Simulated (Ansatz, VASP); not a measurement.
# Two plane-wave programs on YHf2O2

INCAR

```
SYSTEM = YHf2O2
PREC     = Accurate       ! precision mode
ENCUT    = 600            ! plane-wave cutoff, eV
EDIFF    = 1E-7           ! SCF threshold, eV
ISMEAR   = 0              ! smearing method
SIGMA    = 0.1            ! smearing width, eV
LREAL    = .FALSE.        ! projectors in reciprocal space
LASPH    = .TRUE.         ! aspherical terms in the spheres
NELM     = 60             ! most SCF steps
ALGO     = Normal         ! electronic algorithm
ISIF     = 3              ! what is computed and relaxed
LWAVE    = .FALSE.        ! write WAVECAR
LCHARG   = .FALSE.        ! write CHGCAR
GGA      = PE             ! functional
IBRION   = 2              ! ionic algorithm
NSW      = 90             ! ionic steps
EDIFFG   = -0.04          ! ionic threshold
```

KPOINTS

```
Automatic mesh
0
G
  6 6 6
  0 0 0
```

File POSCAR:

```
YHf2O2
1.0
    2.5321451600      1.4619346900      3.7334469300
   -2.5321451600      1.4619346900      3.7334469300
    0.0000000000     -2.9238693800      3.7334469300
Y Hf O
1 2 2
Direct
    0.0000000000      0.0000000000      0.0000000000
    0.6187131800      0.6187131800      0.6187131800
    0.3812868200      0.3812868200      0.3812868200
    0.2381584700      0.2381584700      0.2381584700
    0.7618415300      0.7618415300      0.7618415300
```

Input for Ansatz:

```yaml
crystal:
  lattice:
    - [2.53214516, 1.46193469, 3.73344693]
    - [-2.53214516, 1.46193469, 3.73344693]
    - [0.0, -2.92386938, 3.73344693]
  atoms:
    - { symbol: "Y", position: [0.0, 0.0, 0.0] }
    - { symbol: Hf, position: [0.61871318, 0.61871318, 0.61871318] }
    - { symbol: Hf, position: [0.38128682, 0.38128682, 0.38128682] }
    - { symbol: O, position: [0.23815847, 0.23815847, 0.23815847] }
    - { symbol: O, position: [0.76184153, 0.76184153, 0.76184153] }
basis:
  ecutwfc: 420
kpoints:
  mp_grid: { grid: [6, 6, 6] }
hamiltonian:
  xc: pbe
scf:
  occupations: { method: gaussian, width: 0.1 }
  lower_state_search: "off"
output:
  forces: true
  stress: true
  eigenvalues: true
relax:
  adjacent_minimum: "off"
  f_tol: 0.04
  max_steps: 70
  cell: { stress_tol: 0.4 }
```

Alike in both runs: task relaxation of cell and atoms; functional PBE; k mesh 6 × 6 × 6; occupations gaussian, width 0.1 eV; no spin polarisation.

|  | VASP | Ansatz |
| --- | --- | --- |
| version | VASP 6.6.1 | Ansatz 0.2.0 |
| potentials or method | VASP PAW PBE potentials, release 64 (Y_sv, Hf_pv, O), cutoff 600 eV | scalar-relativistic, plane waves, PAW |
| valence electrons in the cell | 43 | 75 |

```tsv
	VASP	Ansatz	Ansatz less VASP
gap on the k mesh at the Fermi level, each at its own relaxed structure (eV)	none	none	-
relaxed volume (Å³/atom)	25.41	25.64	+0.233
relaxed cell length with the largest relative difference (Å)	5.489	5.507	+0.0178
```

A gap of «none» marks a metal or a gap that the smearing closes. VASP's potentials hold 43 valence electrons a cell and Ansatz's 75, so a difference there can come from the potentials and not from the codes.

Neither program's run includes spin-orbit coupling. Noted on VASP's run: the volume moved by over 15 % at a fixed basis, so the end points are rough.
